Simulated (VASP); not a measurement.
# SrO (Fm-3m) in VASP: single point with HSE06

Aim: the single point of SrO with HSE06.

Everything below comes from runs of VASP 6.6.1. Logs are shortened: lines on timing, memory, paths and dates and some standing lists are left out, and cuts for length are marked.

## 1. The cell of the first run

Symmetry: Fm-3m, No. 225, cubic system. The conventional cell has a = 5.160 Å, b = 5.160 Å, c = 5.160 Å, α = 90.00°, β = 90.00°, γ = 90.00°. Sr (site symmetry m-3m) has 6 O at 2.58 Å within 3.4 Å. O (site symmetry m-3m) has 6 Sr at 2.58 Å within 3.4 Å.

## 2. Single point, HSE06

Input file POSCAR:

```
SrO
1.0
    0.0000000000      2.5798927166      2.5798927166
    2.5798927166      0.0000000000      2.5798927166
    2.5798927166      2.5798927166      0.0000000000
Sr O
1 1
Direct
    0.5000000000      0.5000000000      0.5000000000
    0.0000000000      0.0000000000      0.0000000000
```

Input file INCAR.step1:

```
PREC = Accurate ; ENCUT = 520
EDIFF = 1E-5 ; ISMEAR = 0
SIGMA = 0.01 ; LREAL = F
LASPH = T ; NELM = 120
ALGO = Normal ; ISIF = 2
LWAVE = T ; LCHARG = F
GGA = PE ; NBANDS = 15
GGA_COMPAT = F
```

Input file INCAR.step2:

```
PREC = Accurate ; ENCUT = 520
EDIFF = 1E-6 ; ISMEAR = 0
SIGMA = 0.01 ; LREAL = F
LASPH = T ; NELM = 120
ALGO = Normal ; ISIF = 2
LWAVE = F ; LCHARG = F
GGA = PE ; LHFCALC = T
HFSCREEN = 0.2079 ; PRECFOCK = Normal
ISTART = 1 ; NBANDS = 15
GGA_COMPAT = F
```

Input file KPOINTS:

```
Automatic mesh
0
Gamma
  6 6 6
```

Potentials or basis: VASP PAW PBE potentials, release 64 (Sr_sv, O).

On the command line:

```console
$ cat potpaw_PBE.64/Sr_sv/POTCAR potpaw_PBE.64/O/POTCAR > POTCAR
$ cp INCAR.step1 INCAR
$ mpirun -np 1 vasp_std > vasp.out
$ cp INCAR.step2 INCAR
$ mpirun -np 1 vasp_std > vasp.out
```

OUTCAR:

```text
PREC = Accurate
   ENCUT = 520
   EDIFF = 1E-6
   ISMEAR = 0
   LREAL = F
   LASPH = T
   NELM = 120
   ISIF = 2
   GGA = PE
   LHFCALC = T
   HFSCREEN = 0.2079
   PRECFOCK = Normal
   ISTART = 1

 ion  position               nearest neighbor table
   1  0.500  0.500  0.500-   2 2.58   2 2.58   2 2.58   2 2.58   2 2.58   2 2.58
   2  0.000  0.000  0.000-   1 2.58   1 2.58   1 2.58   1 2.58   1 2.58   1 2.58

  LATTYP: Found a face centered cubic cell.
 ALAT       =     5.1597854332

  Lattice vectors:

 A1 = (   0.0000000000,   2.5798927166,   2.5798927166)
 A2 = (   2.5798927166,   0.0000000000,   2.5798927166)
 A3 = (   2.5798927166,   2.5798927166,   0.0000000000)

Analysis of symmetry for initial positions (statically):
=====================================================================
 Subroutine PRICEL returns:
 Original cell was already a primitive cell.

 Routine SETGRP: Setting up the symmetry group for a
 face centered cubic supercell.

 Subroutine GETGRP returns: Found 48 space group operations
 (whereof 48 operations were pure point group operations)
 out of a pool of 48 trial point group operations.

The static configuration has the point symmetry O_h .

Analysis of symmetry for dynamics (positions and initial velocities):
=====================================================================
 Subroutine PRICEL returns:
 Original cell was already a primitive cell.

 Routine SETGRP: Setting up the symmetry group for a
 face centered cubic supercell.

 Subroutine GETGRP returns: Found 48 space group operations
 (whereof 48 operations were pure point group operations)
 out of a pool of 48 trial point group operations.

The dynamic configuration has the point symmetry O_h .

 Subroutine INISYM returns: Found 48 space group operations
 (whereof 48 operations are pure point group operations),
 and found     1 'primitive' translations

----------------------------------------------------------------------------------------

                                     Primitive cell

  volume of cell :      34.3427

  direct lattice vectors                    reciprocal lattice vectors
     0.000000000  2.579892717  2.579892717    -0.193806509  0.193806509  0.193806509
     2.579892717  0.000000000  2.579892717     0.193806509 -0.193806509  0.193806509
[... 90 lines left out ...]
   EFERMI =   0.00;   METHOD = LEGACY
   ISMEAR =     0;   SIGMA  =   0.01  broadening in eV -4-tet -1-fermi 0-gaus
   EFERMI_NEDOS =   21; number of points for ismear=-14 and -15
   IALGO  =     38    algorithm
   IMIX   =      1    mixing-type and parameters
     AMIX     =   0.40;   BMIX     =  1.00
     AMIX_MAG =   1.60;   BMIX_MAG =  1.00
  volume/ion in A,a.u.               =      17.17       115.88
  Fermi-wavevector in a.u.,A,eV,Ry     =   1.269121  2.398292 21.914485  1.610669
  Thomas-Fermi vector in A             =   2.402180
   LORBIT       =      0    0 simple, 1 ext, 2 COOP (PROOUT), +10 PAW based schemes
   GGA     = PE    functional components
   LHFCALC =     T    Hartree Fock is set to
   PRECFOCK=normal    Normal, Fast or Accurate (Low or Medium for compatibility)
   ENCUT4O =  -1.0   cutoff for four orbital integrals eV
   NKREDX  =     1    reduce k-point grid by
   NKREDY  =     1    reduce k-point grid by
   NKREDZ  =     1    reduce k-point grid by
   AEXX    =    0.2500 exact exchange contribution
   HFSCREEN=    0.2079 screening length (either q_TF or 0.3 A-1)
   HFSCREENC=   0.2079 screening length for correlation (either q_TF or 0.3 A-1)
   ENCUTFOCK=  -1.0 apply spherical cutoff to Coloumb kernel
   IVDW    =     0    specifies the selected vdW correction
   LEPSILON=     F    determine dielectric tensor
   LRPA    =     F    only Hartree local field effects (RPA)
 non-spin polarized calculation
 Gauss-broadening in eV      SIGMA  =   0.01
  energy-cutoff  :      520.00
  volume of cell :       34.34
 maximum number of plane-waves:       941
  NGX = 24; NGY = 24; NGZ = 24

 number of electron      15.9999998 magnetization

 Free energy of the ion-electron system (eV)
  ---------------------------------------------------
  ext. energy  EPLUGINS =         0.00000000
  ---------------------------------------------------
  free energy    TOTEN  =       -14.18358143 eV

  energy without entropy =      -14.18358143  energy(sigma->0) =      -14.18358143

 E-fermi :   0.7195     XC(G=0):  -8.2263

 val. band max:        0.5513110904   @ k =   0.0000   0.0000   0.0000
 cond. band min:       5.2950814673   @ k =   0.5000   0.5000   0.0000
 fundamental gap:      4.7437703769
 Fermi energy:         0.7195146540

 k-point     1 :       0.0000    0.0000    0.0000
  band No.  band energies     occupation
      1     -33.8159      2.00000
      2     -15.9983      2.00000
      3     -14.1761      2.00000
      4     -14.1761      2.00000
      5     -14.1761      2.00000
      6       0.5513      2.00000
      7       0.5513      2.00000
      8       0.5513      2.00000
      9       5.9391      0.00000
     10       8.3967      0.00000
     11       8.3967      0.00000
     12       8.3967      0.00000
     13      10.6240      0.00000
     14      10.6240      0.00000
[... 257 lines left out ...]
      2     -16.4083      2.00000
      3     -15.0157      2.00000
      4     -14.7111      2.00000
      5     -13.9144      2.00000
      6      -0.3800      2.00000
      7       0.0374      2.00000
      8       0.1953      2.00000
      9       6.7158      0.00000
     10       9.7902      0.00000
     11      10.7249      0.00000
     12      13.4290      0.00000
     13      13.5461      0.00000
     14      15.2670      0.00000
     15      15.8641      0.00000

------------------------ aborting loop because EDIFF is reached ----------------------------------------

  FORCE on cell =-STRESS in cart. coord.  units (eV):
  Direction    XX          YY          ZZ          XY          YZ          ZX
  --------------------------------------------------------------------------------------
  -------------------------------------------------------------------------------------
  Total        0.0418183      0.0418183      0.0418183      0.0000000      0.0000000      0.0000000
  in kB        1.9509323      1.9509323      1.9509323      0.0000000      0.0000000      0.0000000
  external PRESSURE =       1.9509323 kB  Pullay stress =       0.0000000 kB

 VOLUME and BASIS-vectors are now :
 -----------------------------------------------------------------------------
  energy-cutoff  :      520.00
  volume of cell :       34.34
      direct lattice vectors                 reciprocal lattice vectors
     0.000000000  2.579892717  2.579892717    -0.193806509  0.193806509  0.193806509
     2.579892717  0.000000000  2.579892717     0.193806509 -0.193806509  0.193806509
     2.579892717  2.579892717  0.000000000     0.193806509  0.193806509 -0.193806509

 POSITION                                       TOTAL-FORCE (eV/Angst)
 -----------------------------------------------------------------------------------
      2.57989      2.57989      2.57989         0.000000     -0.000000      0.000000
      0.00000      0.00000      0.00000        -0.000000      0.000000     -0.000000
 -----------------------------------------------------------------------------------
    total drift:                               -0.000001     -0.000001     -0.000001

  FREE ENERGIE OF THE ION-ELECTRON SYSTEM (eV)
  ---------------------------------------------------
  free  energy   TOTEN  =       -14.1835814316 eV

  energy  without entropy=      -14.1835814316  energy(sigma->0) =      -14.18358143
```

OSZICAR.step1:

```text
N       E                     dE             d eps       ncg     rms          rms(c)
DAV:   1     0.657402274944E+02    0.65740E+02   -0.77384E+03   480   0.101E+03
DAV:   2    -0.106867758612E+02   -0.76427E+02   -0.69601E+02   715   0.214E+02
DAV:   3    -0.141960685178E+02   -0.35093E+01   -0.34938E+01   694   0.404E+01
DAV:   4    -0.142487559991E+02   -0.52687E-01   -0.52685E-01   582   0.380E+00
DAV:   5    -0.142491073580E+02   -0.35136E-03   -0.35136E-03   629   0.309E-01    0.161E+01
DAV:   6    -0.121993378923E+02    0.20498E+01   -0.67275E+00   487   0.194E+01    0.190E+01
DAV:   7    -0.120566799267E+02    0.14266E+00   -0.30378E-01   557   0.486E+00    0.110E+01
DAV:   8    -0.120458245948E+02    0.10855E-01   -0.11840E-01   627   0.344E+00    0.435E-01
DAV:   9    -0.120472085639E+02   -0.13840E-02   -0.58787E-03   599   0.482E-01    0.233E-01
DAV:  10    -0.120476626439E+02   -0.45408E-03   -0.42590E-04   522   0.194E-01    0.881E-02
DAV:  11    -0.120478128736E+02   -0.15023E-03   -0.15054E-04   522   0.901E-02    0.284E-02
DAV:  12    -0.120478314181E+02   -0.18545E-04   -0.28723E-05   514   0.393E-02    0.277E-02
DAV:  13    -0.120478314446E+02   -0.26525E-07   -0.16419E-06   345   0.116E-02
   1 F= -.12047831E+02 E0= -.12047831E+02  d E =-.110183E-64
```

Wall time 21 min (1 thread of AMD EPYC 9R45 (Zen 5), shared host); peak memory 0.25 GiB.

What came out:

- Free energy: -14.1836 eV
- Pressure: 0.2 GPa
- Band gap on the k mesh: 4.74 eV (least direct gap 4.85 eV)

Caveat: the PAW data sets were made with another functional, which shifts forces and pressure a little.
